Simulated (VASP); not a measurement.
As, 2 atoms in the cell. It takes space group R-3m (No. 166, trigonal). The conventional cell has a = 3.809 Å, b = 3.809 Å, c = 10.830 Å, α = 90.00°, β = 90.00°, γ = 120.00°. Within 3.4 Å of As (site symmetry 3m) lie 6 As at 2.55 to 3.20 Å. 

| Quantity | Value |
| --- | --- |
| Program | VASP 6.6.1 |
| Task | single point |
| Functional | r2SCANh |
| Potentials or basis | VASP PAW PBE potentials, release 64 (As) |
| Cutoff | 440 eV |
| k mesh | 7 × 7 × 7 |
| Occupations | fermi-dirac, width 0.05 eV |
| Spin | no spin polarisation |
| Dipole correction | no |
| Grid for exact exchange (PRECFOCK) | Normal |
| Further INCAR settings | ALGO = Normal; EDIFF = 1e-06; NBANDS = 12 |
| Share of exact exchange | 0.1 |

Potentials or basis: VASP PAW PBE potentials, release 64 (As).

The run is started by

```console
$ cat potpaw_PBE.64/As/POTCAR > POTCAR
$ cp INCAR.step1 INCAR
$ mpirun -np 1 vasp_std > vasp.out
$ cp INCAR.step2 INCAR
$ mpirun -np 1 vasp_std > vasp.out
```

Hardware: 1 thread of Intel(R) Xeon(R) Platinum 8259CL CPU @ 2.50GHz (Skylake/Cascade Lake), with other jobs on the host.

How long does it take, and how much memory?

Run time: 78 min on 1 thread of Intel(R) Xeon(R) Platinum 8259CL CPU @ 2.50GHz (Skylake/Cascade Lake), on a shared host, peak memory 0.2 GiB. Counts: k points 44.
